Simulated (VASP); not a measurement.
## Pd: single point with PBE

Pd:

```
Pd
1.0
     0.00000    1.84766    1.94490
     1.84766    0.00000    1.94490
     1.84766    1.84766    0.00000
Pd
1
Direct
  0.00000 0.00000 0.00000
```

This cell differs from its parent crystal: strain -0.050 along x and y, +0.000 along z.

- Program: VASP 6.6.1
- Task: single point
- Functional: PBE
- Potentials or basis: VASP PAW PBE potentials, release 64 (Pd)
- Cutoff: 520 eV
- k mesh: 8 × 8 × 8
- Occupations: gaussian, width 0.15 eV
- Spin: no spin polarisation

| Item | Value |
| --- | --- |
| Pressure | 36.4 GPa |
| Band gap on the k mesh | zero (band 5 reaches 12.30 eV, above the bottom of band 6 at 10.37 eV) |

Stress tensor (GPa, compression positive):
```
37.94  0.00  0.00
 0.00 37.94  0.00
 0.00  0.00 33.19
```

Levels at points of the mesh, in eV from the Fermi level:
```tsv
k point	band 3	band 4	band 5	band 6	band 7	band 8
(0.00, 0.00, 0.00)	-3.24	-3.24	-1.86	-1.24	17.12	21.50
(0.50, 0.00, 0.00)	-3.25	-0.21	0.02	0.68	8.15	16.38
(0.50, 0.50, 0.00)	-0.10	0.27	0.27	2.54	10.87	14.35
(0.50, 0.00, 0.50)	-0.16	0.07	0.51	3.62	12.32	13.15
```

Wall time 6.3 s on 1 thread of AMD EPYC 9R14 (Zen 4) (shared host), peak memory 0.1 GiB.

Caveat: the k points lie up to 0.36 Å⁻¹ apart; the cell differs from its parent crystal (strain -0.050 along x and y, +0.000 along z).
